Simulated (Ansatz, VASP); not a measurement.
**One calculation of Ni, two programs**

```
CELL_PARAMETERS angstrom
2.44802 0.00000 0.00000
-1.22401 2.12005 0.00000
0.00000 0.00000 4.14069
ATOMIC_POSITIONS crystal
Ni 0.33333 0.66667 0.25000
Ni 0.66667 0.33333 0.75000
```

Alike in both runs: task single point; functional LDA; k mesh 16 × 16 × 9; occupations fermi-dirac, width 0.05 eV; collinear spin.

|  | VASP | Ansatz |
| --- | --- | --- |
| version | VASP 6.6.1 | Ansatz 0.2.0 |
| potentials or method | VASP PAW LDA potentials, release 64 (Ni), cutoff 520 eV | plane waves, PAW |
| valence electrons in the cell | 20 | 36 |

|  | VASP | Ansatz | Ansatz less VASP |
| --- | --- | --- | --- |
| pressure (GPa) | -14.7 | -14.1 | +0.65 |
| traceless stress, the component that is largest in VASP (GPa) | -3.29 | -4.03 | -0.748 |
| net moment per atom (μB) | 0.00 | 0.60 | +0.597 |
| size of the moment on the site where the two differ most (μB) | 0.00 | 0.62 | +0.625 |

The net moments are unlike, so the other rows may belong to different states. LDA's correlation is that of Perdew and Zunger in VASP and of Perdew and Wang (1992) in Ansatz. Site moments also hang on the region over which each program counts them. VASP's potentials hold 20 valence electrons a cell and Ansatz's 36, so a difference there can come from the potentials and not from the codes. Ansatz's warnings: seeded moment not kept.
